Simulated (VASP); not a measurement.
## Hf: single point with LDA

Crystal: Hf.

```
Hf
1.0
     4.79232    0.00000    0.00000
    -2.39616    4.15027    0.00000
     0.00000    0.00000    2.98696
Hf
3
Direct
  0.00000 0.00000 0.00000
  0.33333 0.66667 0.50000
  0.66667 0.33333 0.50000
```

This cell differs from its parent crystal: volume scaled by 0.96.

```json
{"Program": "VASP 6.6.1", "Task": "single point", "Functional": "LDA", "Potentials or basis": "VASP PAW LDA potentials, release 64 (Hf_pv)", "Cutoff": "520 eV", "k mesh": "9 × 9 × 12", "Occupations": "fermi-dirac, width 0.1 eV", "Spin": "no spin polarisation", "Dipole correction": "no", "Further INCAR settings": "ALGO = Normal; EDIFF = 1e-06; NBANDS = 22"}
```

```yaml
Pressure: 5.5 GPa
Band_gap_on_the_k_mesh: zero (band 15 reaches 5.95 eV, above the bottom of band 16 at 4.98 eV)
```

Stress tensor (GPa, compression positive):
```
5.34 0.00 0.00
0.00 5.34 0.00
0.00 0.00 5.77
```

Levels at points of the mesh, in eV from the Fermi level:
```
           k point  band 12  band 13  band 14  band 15  band 16  band 17  band 18  band 19
(0.00, 0.00, 0.00)    -0.63    -0.55    -0.55    -0.50    -0.50     1.13     2.24     2.24
(0.00, 0.00, 0.50)    -2.99    -2.19    -2.19    -2.01     1.48     1.48     2.27     2.27
```

It took 28 s on 1 thread of Intel(R) Xeon(R) 6975P-C (Granite Rapids), with other jobs on the host, peak memory 0.21 GiB.

Caveat: spin-orbit coupling is left out, which moves the levels of the heavy elements.
